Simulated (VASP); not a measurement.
Set up this calculation in VASP 6.6.1, as the native input.

* Task: single point
* Functional: LDA
* Potentials or basis: VASP PAW LDA potentials, release 64 (K_sv, Cl)
* Cutoff: 520 eV
* k mesh: 7 × 7 × 7
* Occupations: fermi-dirac, width 0.03 eV
* Spin: no spin polarisation
* Dipole correction: no
* Further INCAR settings: ALGO = Normal; EDIFF = 1e-07; NBANDS = 15

The structure of KCl lies in POSCAR:

```
KCl
1.0
    0.0000000000      3.0614170000      3.1561000000
    3.0614170000      0.0000000000      3.1561000000
    3.0614170000      3.0614170000      0.0000000000
K Cl
1 1
Direct
    0.0000000000      0.0000000000      0.0000000000
    0.5000000000      0.5000000000      0.5000000000
```

This cell differs from its parent crystal: equal xx and yy strain of -3 %.

The input as run:

INCAR

```
SYSTEM = KCl
PREC = Accurate ; ENCUT = 520
EDIFF = 1E-7 ; ISMEAR = -1
SIGMA = 0.03 ; LREAL = .FALSE.
LASPH = .TRUE. ; NELM = 100
ALGO = Normal ; ISIF = 2
LWAVE = .FALSE. ; LCHARG = .FALSE.
GGA = CA ; NBANDS = 15
```

KPOINTS

```
Automatic mesh
0
G
  7 7 7
  0 0 0
```

Potentials or basis: VASP PAW LDA potentials, release 64 (K_sv, Cl).

Command:

```console
$ cat potpaw_LDA.64/K_sv/POTCAR potpaw_LDA.64/Cl/POTCAR > POTCAR
$ mpirun -np 1 vasp_std > vasp.out
```

Results of the run:

```json
{"Pressure": "-1.0 GPa", "Band gap on the k mesh": "4.91 eV, direct"}
```

Caveat: the cell differs from its parent crystal (equal xx and yy strain of -3 %).

Run time: 62 s on 1 thread of AMD EPYC 7571 (shared host), peak memory 0.15 GiB.
